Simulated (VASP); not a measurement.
Here is a VASP 6.6.1 calculation.

File INCAR:

```
SYSTEM = AgPAu3
ALGO     = Normal         ! electronic algorithm
EDIFF    = 1E-7           ! SCF threshold, eV
ENCUT    = 520            ! plane-wave cutoff, eV
GGA      = PE             ! functional
ISIF     = 2              ! what is computed and relaxed
ISMEAR   = 0              ! smearing method
LASPH    = .TRUE.         ! aspherical terms in the spheres
LCHARG   = .FALSE.        ! write CHGCAR
LREAL    = .FALSE.        ! projectors in reciprocal space
LWAVE    = .FALSE.        ! write WAVECAR
NBANDS   = 32             ! bands
NELM     = 80             ! most SCF steps
PREC     = Accurate       ! precision mode
SIGMA    = 0.1            ! smearing width, eV
```

File KPOINTS:

```
k-points
0
G
  8 8 8
  0 0 0
```

POSCAR

```
AgPAu3
1.0
    4.7254202033      0.0000000000      0.0000000000
    0.0000000000      4.7254202033      0.0000000000
    0.0000000000      0.0000000000      4.7254202033
Ag P Au
1 1 3
Direct
    0.0000000000      0.0000000000      0.0000000000
    0.5000000000      0.5000000000      0.5000000000
    0.0000000000      0.5000000000      0.5000000000
    0.5000000000      0.0000000000      0.5000000000
    0.5000000000      0.5000000000      0.0000000000
```

Potentials or basis: VASP PAW PBE potentials, release 64 (Ag, P, Au).

The run is started by

```bash
$ cat potpaw_PBE.64/Ag/POTCAR potpaw_PBE.64/P/POTCAR potpaw_PBE.64/Au/POTCAR > POTCAR
$ mpirun -np 1 vasp_std > vasp.out
```

Question: What does it give for the band gap on the k mesh?

Answer: Zero (an odd number of electrons rules out a gap without spin polarisation).

Question: Estimate the pressure.

Answer: -0.1 GPa.

Caveat: spin-orbit coupling is left out, which moves the levels of the heavy elements.
